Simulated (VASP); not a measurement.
Set up this calculation in VASP 6.6.1, as the native input.

| Property | Result |
| --- | --- |
| Task | single point |
| Functional | PBE |
| Potentials or basis | VASP PAW PBE potentials, release 64 (Cu) |
| Cutoff | 520 eV |
| k mesh | 21 × 21 × 21 |
| Occupations | fermi-dirac, width 0.1 eV |
| Spin | no spin polarisation |
| Dipole correction | no |
| Further INCAR settings | ALGO = Normal; EDIFF = 1e-06; NBANDS = 12 |

The structure of Cu lies in POSCAR:

```
Cu
1.0
    2.4384192873      0.0000000000      0.0000000000
    0.0000000000      2.4384192873      0.0000000000
    0.0000000000      0.0000000000      2.4384192873
Cu
1
Direct
    0.0000000000      0.0000000000      0.0000000000
```

This cell differs from its parent crystal: volume scaled by 1.04.

One way to write it, as run:

INCAR

```
PREC = Accurate
ENCUT = 520
EDIFF = 1E-6
ISMEAR = -1
SIGMA = 0.1
LREAL = F
LASPH = T
NELM = 60
ALGO = Normal
ISIF = 2
LWAVE = F
LCHARG = F
GGA = PE
NBANDS = 12
```

KPOINTS

```
Automatic mesh
0
Gamma
  21 21 21
```

Potentials or basis: VASP PAW PBE potentials, release 64 (Cu).

Run with:

```console
$ cat potpaw_PBE.64/Cu/POTCAR > POTCAR
$ mpirun -np 1 vasp_std > vasp.out
```

It gave:

| Property | Result |
| --- | --- |
| Pressure | -3.3 GPa |

It took 14 s on 1 thread of Intel(R) Xeon(R) 6975P-C (Granite Rapids), on a shared host, peak memory 0.15 GiB.
